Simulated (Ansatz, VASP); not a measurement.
**Two plane-wave programs on Sb**

Contents of POSCAR:

```
Sb
1.0
    3.1789987313      0.0000000000      0.0000000000
   -1.5894993656      2.7530936599      0.0000000000
    0.0000000000      0.0000000000     10.9081921967
Sb
4
Direct
    0.0000000000      1.0000000000      1.0000000000
    0.0000000000      1.0000000000      0.5000000000
    0.3333333333      0.6666666667      0.2500000000
    0.6666666667      0.3333333333      0.7500000000
```

INCAR.step1

```
PREC = Accurate
ENCUT = 520
ISMEAR = -1
SIGMA = 0.1
LREAL = False
LASPH = True
NELM = 80
NBANDS = 18
GGA = PE
ALGO = Normal
EDIFF = 1E-4
LWAVE = True
LCHARG = False
```

Contents of INCAR.step2:

```
PREC = Accurate
ENCUT = 520
EDIFF = 1E-6
ISMEAR = -1
SIGMA = 0.1
LREAL = False
LASPH = True
NELM = 80
ALGO = Normal
ISIF = 2
LWAVE = False
LCHARG = False
METAGGA = R2SCAN
LMIXTAU = True
NBANDS = 18
ISTART = 1
```

File KPOINTS:

```
Automatic mesh
0
Gamma
  12 12 3
```

Input for Ansatz:

```yaml
crystal:
  lattice:
    - [3.1789987313, 0.0, 0.0]
    - [-1.5894993656, 2.7530936599, 0.0]
    - [0.0, 0.0, 10.9081921967]
  atoms:
    - { symbol: Sb, position: [0.0, 1.0, 1.0] }
    - { symbol: Sb, position: [0.0, 1.0, 0.5] }
    - { symbol: Sb, position: [0.3333333333, 0.6666666667, 0.25] }
    - { symbol: Sb, position: [0.6666666667, 0.3333333333, 0.75] }
hamiltonian:
  xc: r2scan
  pseudopotentials:
    kind: paw
    azcp:
      Sb: "pseudopotentials/Sb.paw.azcp"
basis:
  ecutwfc: 500
  fft_grid_basis: typed
kpoints:
  mp_grid: { grid: [12, 12, 3], shift: [0, 0, 0] }
magnetization:
  spin_polarized: false
scf:
  occupations: { method: fermi_dirac, width: 0.1 }
  lower_state_search: "off"
output:
  stress: true
  write_density: true
  write_potential: true
  elf: true
  volumetric_format: npy
```

Alike in both runs: task single point; functional r2SCAN; k mesh 12 × 12 × 3; occupations fermi-dirac, width 0.1 eV; no spin polarisation.

|  | VASP | Ansatz |
| --- | --- | --- |
| version | VASP 6.6.1 | Ansatz 0.2.0 |
| potentials or method | VASP PAW PBE potentials, release 64 (Sb), cutoff 520 eV | plane waves (500 eV) with PAW, scalar-relativistic |
| valence electrons in the cell | 20 | 60 |

```tsv
	VASP	Ansatz	Ansatz less VASP
pressure (GPa)	10.9	11.0	+0.03
traceless stress, the component that is largest in VASP (GPa)	-1.45	-1.42	+0.039
```

VASP's potentials were made for PBE, not for r2SCAN. VASP's potentials hold 20 valence electrons a cell and Ansatz's 60, so a difference there can come from the potentials and not from the codes.

Spin-orbit coupling is off throughout.
